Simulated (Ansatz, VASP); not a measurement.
**One calculation of TiPt3, two programs**

Contents of INCAR:

```
PREC = Accurate ; ENCUT = 520
EDIFF = 1E-6 ; ISMEAR = -1
SIGMA = 0.05 ; LREAL = F
LASPH = T ; NELM = 80
ALGO = Normal ; ISIF = 2
LWAVE = F ; LCHARG = F
GGA = PE ; NBANDS = 29
```

File KPOINTS:

```
regular mesh
0
Gamma
  7 7 7
```

File POSCAR:

```
TiPt3
1.0
    3.9734311690      0.0000000000      0.0000000000
    0.0000000000      3.9734311690      0.0000000000
    0.0000000000      0.0000000000      3.9734311690
Pt Ti
3 1
Direct
    0.5000000000      0.5000000000      0.0000000000
    0.5000000000      0.0000000000      0.5000000000
    0.0000000000      0.5000000000      0.5000000000
    0.0000000000      0.0000000000      0.0000000000
```

input.yaml

```yaml
crystal:
  lattice:
    - [3.973431169, 0.0, 0.0]
    - [0.0, 3.973431169, 0.0]
    - [0.0, 0.0, 3.973431169]
  atoms:
    - { symbol: Pt, position: [0.5, 0.5, 0.0] }
    - { symbol: Pt, position: [0.5, 0.0, 0.5] }
    - { symbol: Pt, position: [0.0, 0.5, 0.5] }
    - { symbol: Ti, position: [0.0, 0.0, 0.0] }
hamiltonian:
  xc: pbe
  pseudopotentials: { kind: paw }
kpoints:
  mp_grid: { grid: [7, 7, 7] }
scf:
  occupations: { method: fermi_dirac, width: 0.05 }
output:
  forces: true
  stress: true
  eigenvalues: true
```

Alike in both runs: task single point; functional PBE; k mesh 7 × 7 × 7; occupations fermi-dirac, width 0.05 eV; no spin polarisation.

|  | VASP | Ansatz |
| --- | --- | --- |
| version | VASP 6.6.1 | Ansatz 0.2.0 |
| potentials or method | VASP PAW PBE potentials, release 64 (Pt, Ti_sv) | Ansatz PAW |
| plane-wave cutoff (eV) | 520 | 420 |
| valence electrons in the cell | 42 | 66 |

VASP gave:

```
gap on the k mesh at the Fermi level (eV) : none
pressure (GPa)                            : -4.7
```

Problem. Estimate Ansatz's values.

Solution. gap on the k mesh at the Fermi level (eV): none; pressure (GPa): -4.3.

A gap of «none» marks a metal or a gap that the smearing closes. VASP's potentials hold 42 valence electrons a cell and Ansatz's 66, so a difference there can come from the potentials and not from the codes.

Neither program's run includes spin-orbit coupling.
